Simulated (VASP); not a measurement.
# Ti12B24F (a cell with a defect) (F interstitial hop) in VASP: a series of runs

Ti12B24F (a cell with a defect) (F interstitial hop) is run at these levels: PBE; tasks: single point, relaxation of the atoms.

All numbers are computed with VASP 6.6.1; they aren't measurements. Logs are shortened: lines on timing, memory, paths and dates and some standing lists are left out, and cuts for length are marked.

## 1. The cell of the first run

The cell holds a defect, 37 atoms: a = 6.064 Å, b = 9.095 Å, c = 6.448 Å, α = 90.00°, β = 90.00°, γ = 120.00°.

## 2. Single point, PBE

File INCAR:

```
SYSTEM = Ti12B24F
PREC = Accurate
ENCUT = 520
EDIFF = 1E-7
ISMEAR = 1
SIGMA = 0.1
LREAL = Auto
LASPH = .True.
NELM = 80
ALGO = Normal
ISIF = 2
LWAVE = .False.
LCHARG = .False.
GGA = PE
NBANDS = 136
```

File KPOINTS:

```
Automatic mesh
0
Gamma
  1 1 1
  0 0 0
```

File POSCAR:

```
Ti12B24F
1.0
    6.0635047200      0.0000000600      0.0000000000
   -4.5476286100      7.8767236400      0.0000000000
    0.0000000000      0.0000000000      6.4483601600
Ti B F
12 24 1
Direct
   -0.0427572483     -0.0286506354      0.0001453761
   -0.0193600247     -0.0103427861      0.5001830806
   -0.0002435472      0.3497629203      0.0002192844
   -0.0058391111      0.3373205340      0.5001052976
    0.0036353830      0.6676630989      0.0001158598
    0.0027719675      0.6685239208      0.5002990205
    0.4924934005     -0.0029613344      0.0001791988
    0.4874261819     -0.0077782760      0.5001166212
    0.5391706805      0.3542992087      0.0002280470
    0.5133093639      0.3466996742      0.5001620854
    0.4892107827      0.6582190715      0.0002275747
    0.4958450542      0.6657092312      0.5001331272
    0.1610186062      0.2137350631      0.3094785009
    0.3409968315      0.1175240220      0.2751655844
    0.1610550910      0.2137803601      0.6905170445
    0.3409458770      0.1174552000      0.7248949848
    0.1645304747      0.5499328279      0.2545300948
    0.3388355448      0.4519354725      0.2612300240
    0.1644300381      0.5498686558      0.7457210688
    0.3387955348      0.4519343871      0.7389607717
    0.1630676208      0.8844518200      0.2507342512
    0.3348958504      0.7851572068      0.2509169459
    0.1630565115      0.8845065824      0.7495512210
    0.3348375576      0.7851539499      0.7493465985
    0.6602839448      0.2139481522      0.2573245937
    0.8318087380      0.1154894791      0.2647668751
    0.6602484269      0.2139710676      0.7429773971
    0.8316570239      0.1153985497      0.7354267099
    0.6643152790      0.5503536516      0.2545755990
    0.8397577073      0.4518148882      0.2503380567
    0.6642741771      0.5503090426      0.7457423338
    0.8396475255      0.4517504551      0.7499857120
    0.6593241271      0.8817917723      0.2502417922
    0.8336292739      0.7827052975      0.2530600038
    0.6593199037      0.8817667600      0.7500496322
    0.8336102768      0.7826727507      0.7473158783
    0.1765590558      0.2091350509     -0.0003844619
```

Potentials or basis: VASP PAW PBE potentials, release 64 (Ti_sv, B, F).

The run is started by

```
> cat potpaw_PBE.64/Ti_sv/POTCAR potpaw_PBE.64/B/POTCAR potpaw_PBE.64/F/POTCAR > POTCAR
> mpirun -np 1 vasp_gam > vasp.out
```

OUTCAR:

```text
SYSTEM = Ti12B24F
   PREC = Accurate
   ENCUT = 520
   EDIFF = 1E-7
   ISMEAR = 1
   LREAL = Auto
   LASPH = .True.
   NELM = 80
   ISIF = 2
   GGA = PE

 ion  position               nearest neighbor table
   1  0.957  0.971  0.000-  37 1.89  36 2.21  34 2.21  33 2.25  35 2.25  23 2.40  21 2.40  26 2.49
                            28 2.49  11 2.84   5 2.91
   2  0.981  0.990  0.500-  15 2.15  13 2.15  34 2.28  36 2.28  35 2.33  33 2.33  28 2.34  26 2.34
                            16 2.38  14 2.39  23 2.40  21 2.41
   3  1.000  0.350  0.000-  37 2.04  17 2.28  19 2.28  30 2.30  32 2.30  25 2.44  27 2.44  18 2.45
                            20 2.45  26 2.51  28 2.52   9 2.81   5 2.88  11 2.89
   4  0.994  0.337  0.500-  15 2.22  13 2.22  19 2.31  17 2.31  26 2.31  28 2.31  30 2.35  32 2.35
                            25 2.35  27 2.35  20 2.38  18 2.38
   5  0.004  0.668  0.000-  32 2.34  30 2.34  21 2.35  23 2.35  24 2.38  22 2.38  19 2.42  17 2.42
                            31 2.42  29 2.42  36 2.43  34 2.43   9 2.83   3 2.88   1 2.91
   6  0.003  0.669  0.500-  23 2.34  21 2.34  32 2.35  30 2.35  24 2.37  22 2.37  31 2.38  29 2.38
                            19 2.38  17 2.39  36 2.39  34 2.40
   7  0.492  0.997  0.000-  22 2.32  24 2.32  21 2.37  23 2.37  25 2.38  27 2.38  33 2.40  35 2.41
                            26 2.47  28 2.47  14 2.49  16 2.49
   8  0.487  0.992  0.500-  16 2.28  14 2.28  22 2.29  24 2.29  21 2.34  23 2.34  25 2.35  27 2.35
                            28 2.36  26 2.36  33 2.40  35 2.40
   9  0.539  0.354  0.000-  37 1.92  29 2.26  30 2.26  32 2.26  31 2.26  25 2.42  27 2.42  18 2.49
                            20 2.49   3 2.81   5 2.83
  10  0.513  0.347  0.500-  15 2.22  13 2.23  31 2.25  29 2.25  16 2.32  14 2.32  20 2.33  18 2.33
                            32 2.35  30 2.35  27 2.40  25 2.40
  11  0.489  0.658  0.000-  18 2.34  20 2.34  17 2.37  19 2.37  33 2.39  35 2.39  29 2.41  31 2.41
                            22 2.43  24 2.43  34 2.44  36 2.44   1 2.84   3 2.89
  12  0.496  0.666  0.500-  20 2.28  18 2.28  35 2.34  33 2.34  17 2.35  19 2.35  34 2.38  36 2.38
                            29 2.39  31 2.39  22 2.40  24 2.40
  13  0.161  0.214  0.309-  14 1.72  26 1.76  18 1.90  37 2.00   2 2.15   4 2.22  10 2.23
  14  0.341  0.118  0.275-  25 1.68  13 1.72  21 1.84   8 2.28  10 2.32   2 2.39   7 2.49
  15  0.161  0.214  0.691-  16 1.72  28 1.76  20 1.90  37 2.00   2 2.15   4 2.22  10 2.22
  16  0.341  0.117  0.725-  27 1.68  15 1.72  23 1.84   8 2.28  10 2.32   2 2.38   7 2.49
  17  0.165  0.550  0.255-  18 1.69  30 1.71  22 1.85   3 2.28   4 2.31  12 2.35  11 2.37   6 2.39
                             5 2.42
  18  0.339  0.452  0.261-  17 1.69  29 1.71  13 1.90  12 2.28  10 2.33  11 2.34   4 2.38   3 2.45
                             9 2.49
  19  0.164  0.550  0.746-  20 1.69  32 1.71  24 1.85   3 2.28   4 2.31  12 2.35  11 2.37   6 2.38
                             5 2.42
  20  0.339  0.452  0.739-  19 1.69  31 1.71  15 1.90  12 2.28  10 2.33  11 2.34   4 2.38   3 2.45
                             9 2.49
  21  0.163  0.884  0.251-  22 1.69  34 1.73  14 1.84   6 2.34   8 2.34   5 2.35   7 2.37   1 2.40
                             2 2.41
  22  0.335  0.785  0.251-  21 1.69  33 1.71  17 1.85   8 2.29   7 2.32   6 2.37   5 2.38  12 2.40
[... 14 lines left out ...]
                             5 2.42
  30  0.840  0.452  0.250-  29 1.70  17 1.71  25 1.87   9 2.26   3 2.30   5 2.34   6 2.35   4 2.35
                            10 2.35
  31  0.664  0.550  0.746-  32 1.70  20 1.71  36 1.83  10 2.25   9 2.26   6 2.38  12 2.39  11 2.41
[... 221 lines left out ...]
   LORBIT       =      0    0 simple, 1 ext, 2 COOP (PROOUT), +10 PAW based schemes
   GGA     = PE    functional components
   LHFCALC =     F    Hartree Fock is set to
   AEXX    =    0.0000 exact exchange contribution
   IVDW    =     0    specifies the selected vdW correction
   LEPSILON=     F    determine dielectric tensor
   LRPA    =     F    only Hartree local field effects (RPA)
 non-spin polarized calculation
 Methfessel and Paxton  Order N= 1 SIGMA  =   0.10
  energy-cutoff  :      520.00
  volume of cell :      307.98
 maximum number of plane-waves:      4150
 NGX is ok and might be reduce to    48
   NGX = 23   NGY = 33   NGZ = 23

 number of electron     223.0000003 magnetization

 Free energy of the ion-electron system (eV)
  ---------------------------------------------------
  ext. energy  EPLUGINS =         0.00000000
  ---------------------------------------------------
  free energy    TOTEN  =      -286.43536789 eV

  energy without entropy =     -286.40935001  energy(sigma->0) =     -286.42669526

 E-fermi :  10.2648     XC(G=0): -12.8536

 val. band max:       10.2642275120   @ k =   0.0000   0.0000   0.0000
 cond. band min:      10.4815445441   @ k =   0.0000   0.0000   0.0000
 fundamental gap:      0.2173170321
 Fermi energy:        10.2647628128

 k-point     1 :       0.0000    0.0000    0.0000
  band No.  band energies     occupation
      1     -46.9134      2.00000
      2     -46.8958      2.00000
      3     -46.8383      2.00000
      4     -46.8211      2.00000
      5     -46.7772      2.00000
      6     -46.6963      2.00000
[... 115 lines left out ...]
    122      11.8843     -0.00000
    123      11.9845     -0.00000
 [bands above 123 left out]

------------------------ aborting loop because EDIFF is reached ----------------------------------------

  FORCE on cell =-STRESS in cart. coord.  units (eV):
  Direction    XX          YY          ZZ          XY          YZ          ZX
  --------------------------------------------------------------------------------------
  -------------------------------------------------------------------------------------
  Total       26.1170606     23.4636534     23.6174206      3.5139364      0.0101123     -0.0023769
  in kB      135.8677119    122.0640008    122.8639374     18.2804073      0.0526066     -0.0123655
  external PRESSURE =     126.9318834 kB  Pullay stress =       0.0000000 kB

 VOLUME and BASIS-vectors are now :
 -----------------------------------------------------------------------------
  energy-cutoff  :      520.00
  volume of cell :      307.98
      direct lattice vectors                 reciprocal lattice vectors
     6.063504720  0.000000060  0.000000000     0.164921121  0.095217255  0.000000000
    -4.547628610  7.876723640  0.000000000    -0.000000001  0.126956339  0.000000000
     0.000000000  0.000000000  6.448360160     0.000000000  0.000000000  0.155078187

 POSITION                                       TOTAL-FORCE (eV/Angst)
 -----------------------------------------------------------------------------------
      1.38691      7.65105      0.00094        -0.005227     -0.084495      0.010398
      1.44552      7.79526      3.22536         0.014960     -0.010990     -0.001103
      4.47144      2.75499      0.00141        -0.025003      0.011332      0.003435
      4.49409      2.65698      3.22486        -0.017746      0.012544      0.000353
     -3.01424      5.25900      0.00075         0.003220     -0.001742      0.001832
     -3.02339      5.26578      3.22611         0.004384      0.000376     -0.010234
[... 29 lines left out ...]
      1.49529      6.16490      4.81896         0.001326     -0.013809     -0.005632
      0.11950      1.64730      6.44588        -0.015451      0.024312      0.006710
 -----------------------------------------------------------------------------------
    total drift:                               -0.036737      0.027137     -0.009677

  FREE ENERGIE OF THE ION-ELECTRON SYSTEM (eV)
  ---------------------------------------------------
  free  energy   TOTEN  =      -286.4353678886 eV

  energy  without entropy=     -286.4093500098  energy(sigma->0) =     -286.42669526
```

It took 96 s on 1 thread of Intel Xeon 6975P-C (Granite Rapids), shared host; peak memory 0.36 GiB.

What came out:

* Free energy: -286.4354 eV
* Pressure: 12.7 GPa
* Largest force: 0.085 eV/Å

Forces on the atoms (eV/Å):
```
Ti  -0.005 -0.084  0.010
Ti   0.015 -0.011 -0.001
Ti  -0.025  0.011  0.003
Ti  -0.018  0.013  0.000
Ti   0.003 -0.002  0.002
Ti   0.004  0.000 -0.010
Ti  -0.001  0.011 -0.010
Ti   0.002  0.002 -0.001
Ti   0.057  0.047  0.005
Ti   0.009 -0.001 -0.002
Ti   0.001  0.010 -0.007
Ti   0.004  0.016  0.005
B    0.002  0.004 -0.003
B   -0.007 -0.009  0.003
B   -0.001  0.001  0.002
B    0.002 -0.007 -0.003
B   -0.002  0.008  0.002
B   -0.003 -0.014 -0.002
B   -0.001  0.011  0.000
B   -0.002 -0.005  0.003
B   -0.007  0.009  0.001
B    0.000 -0.013  0.002
B    0.000  0.008  0.002
B    0.003 -0.009  0.002
B   -0.004  0.012  0.000
B    0.002 -0.011 -0.001
B   -0.002  0.004 -0.001
B   -0.003 -0.006  0.000
B    0.001  0.006 -0.002
B   -0.008 -0.009  0.003
B    0.001  0.013  0.001
B   -0.001 -0.009 -0.004
B    0.001  0.005  0.006
B    0.003 -0.012  0.001
B   -0.006  0.001 -0.007
B    0.001 -0.014 -0.006
F   -0.015  0.024  0.007
```

Caveat: the k points lie up to 1.20 Å⁻¹ apart; an odd number of electrons without spin polarisation forces a metal; a magnetic or distorted state may lie lower.

[end of part 1 of 3]
